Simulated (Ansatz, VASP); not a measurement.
Two plane-wave programs on SiO2

Contents of INCAR:

```
SYSTEM = SiO2
ALGO = Normal
EDIFF = 1E-8
ENCUT = 520
GGA = PE
ISIF = 2
ISMEAR = -1
LASPH = .True.
LCHARG = .False.
LEFG = .True.
LREAL = Auto
LWAVE = .False.
NBANDS = 82
NELM = 60
PREC = Accurate
SIGMA = 0.02
```

KPOINTS

```
k-points
0
Gamma
  5 3 3
  0 0 0
```

The input POSCAR:

```
SiO2
1.0
    4.9580069400      0.0000000000      0.0000000000
    0.0000000000      8.7413227800      0.0000000000
    0.0000000000      0.0000000000      8.6786427400
Si O
8 16
Direct
    0.9337143700      0.1740547800      0.1812569300
    0.0662856300      0.8259452200      0.1812569300
    0.4337143700      0.3259452200      0.3187430700
    0.9337143700      0.1740547800      0.8187430700
    0.0662856300      0.8259452200      0.8187430700
    0.4337143700      0.3259452200      0.6812569300
    0.5662856300      0.6740547800      0.3187430700
    0.5662856300      0.6740547800      0.6812569300
    0.0135512900      0.8012656000      0.0000000000
    0.5000000000      0.5000000000      0.2715662200
    0.5135512900      0.6987344000      0.5000000000
    0.9864487100      0.1987344000      0.0000000000
    0.1231752200      0.2889473600      0.7216060400
    0.8768247800      0.7110526400      0.7216060400
    0.0000000000      0.0000000000      0.7715662200
    0.6231752200      0.2110526400      0.2216060400
    0.3768247800      0.7889473600      0.2216060400
    0.5000000000      0.5000000000      0.7284337800
    0.3768247800      0.7889473600      0.7783939600
    0.1231752200      0.2889473600      0.2783939600
    0.6231752200      0.2110526400      0.7783939600
    0.4864487100      0.3012656000      0.5000000000
    0.0000000000      0.0000000000      0.2284337800
    0.8768247800      0.7110526400      0.2783939600
```

Input for Ansatz:

```yaml
crystal:
  lattice:
    - [4.95800694, 0.0, 0.0]
    - [0.0, 8.74132278, 0.0]
    - [0.0, 0.0, 8.67864274]
  atoms:
    - { symbol: Si, position: [0.93371437, 0.17405478, 0.18125693] }
    - { symbol: Si, position: [0.06628563, 0.82594522, 0.18125693] }
    - { symbol: Si, position: [0.43371437, 0.32594522, 0.31874307] }
    - { symbol: Si, position: [0.93371437, 0.17405478, 0.81874307] }
    - { symbol: Si, position: [0.06628563, 0.82594522, 0.81874307] }
    - { symbol: Si, position: [0.43371437, 0.32594522, 0.68125693] }
    - { symbol: Si, position: [0.56628563, 0.67405478, 0.31874307] }
    - { symbol: Si, position: [0.56628563, 0.67405478, 0.68125693] }
    - { symbol: O, position: [0.01355129, 0.8012656, 0.0] }
    - { symbol: O, position: [0.5, 0.5, 0.27156622] }
    - { symbol: O, position: [0.51355129, 0.6987344, 0.5] }
    - { symbol: O, position: [0.98644871, 0.1987344, 0.0] }
    - { symbol: O, position: [0.12317522, 0.28894736, 0.72160604] }
    - { symbol: O, position: [0.87682478, 0.71105264, 0.72160604] }
    - { symbol: O, position: [0.0, 0.0, 0.77156622] }
    - { symbol: O, position: [0.62317522, 0.21105264, 0.22160604] }
    - { symbol: O, position: [0.37682478, 0.78894736, 0.22160604] }
    - { symbol: O, position: [0.5, 0.5, 0.72843378] }
    - { symbol: O, position: [0.37682478, 0.78894736, 0.77839396] }
    - { symbol: O, position: [0.12317522, 0.28894736, 0.27839396] }
    - { symbol: O, position: [0.62317522, 0.21105264, 0.77839396] }
    - { symbol: O, position: [0.48644871, 0.3012656, 0.5] }
    - { symbol: O, position: [0.0, 0.0, 0.22843378] }
    - { symbol: O, position: [0.87682478, 0.71105264, 0.27839396] }
kpoints:
  mp_grid: { grid: [5, 3, 3] }
scf:
  occupations: { method: fermi_dirac, width: 0.02 }
hamiltonian:
  xc: pbe
  pseudopotentials: { kind: paw }
output:
  forces: true
  stress: true
  populations: true
  efg: { quadrupole_moments_barn: { O: -0.02558 }, contact_densities: true }
  write_density: true
  write_potential: true
  elf: true
  volumetric_format: npy
```

Alike in both runs: task electric field gradients; functional PBE; k mesh 5 × 3 × 3; occupations fermi-dirac, width 0.02 eV; no spin polarisation.

```csv
,VASP,Ansatz
version,VASP 6.6.1,Ansatz 0.2.0
potentials or method,"VASP PAW PBE potentials, release 64 (Si, O)","plane-wave PAW, scalar-relativistic"
plane-wave cutoff (eV),520,420
valence electrons in the cell,128,128
```

|  | VASP | Ansatz | Ansatz less VASP |
| --- | --- | --- | --- |
| gap on the k mesh at the Fermi level (eV) | 5.69 | 5.69 | 0.000 |
| pressure (GPa) | 4.4 | 4.3 | -0.12 |
| traceless stress, the component that is largest in VASP (GPa) | -0.11 | -0.08 | +0.024 |
| rms of the force components (eV/Å) | 0.128 | 0.130 | +0.0015 |
| size of Vzz on the site where it differs most (V/Å²) | 91.8 | 96.5 | +4.72 |

Atom by atom the forces differ by 0.006 eV/Å (rms over components).
